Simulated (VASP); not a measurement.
A run of VASP 6.6.1 is set up as follows.

File INCAR:

```
SYSTEM = AlAs
PREC = Accurate
ENCUT = 500
EDIFF = 1E-6
ISMEAR = 0
SIGMA = 0.02
LREAL = .FALSE.
LASPH = .TRUE.
NELM = 120
ALGO = Normal
ISIF = 2
LWAVE = .FALSE.
LCHARG = .TRUE.
GGA = PE
LELF = .TRUE.
LVHAR = .TRUE.
NBANDS = 11
GGA_COMPAT = .FALSE.
```

File KPOINTS:

```
Automatic mesh
0
G
  8 8 8
  0 0 0
```

Contents of POSCAR:

```
AlAs
1.0
    0.0000000000      2.8638562134      2.8638562134
    2.8638562134      0.0000000000      2.8638562134
    2.8638562134      2.8638562134      0.0000000000
Al As
1 1
Direct
    0.0000000000      0.0000000000      0.0000000000
    0.2500000000      0.2500000000      0.2500000000
```

Potentials or basis: VASP PAW PBE potentials, release 64 (Al, As).

Run with:

```sh
$ cat potpaw_PBE.64/Al/POTCAR potpaw_PBE.64/As/POTCAR > POTCAR
$ mpirun -np 1 vasp_std > vasp.out
```

Task: Predict the pressure.

Result: 0.2 GPa.

Task: What does it give for the band gap on the k mesh?

Result: 1.49 eV, indirect (least direct gap 1.78 eV).

A k mesh can miss the band edges. As with any semilocal functional, this PBE gap is likely too small.
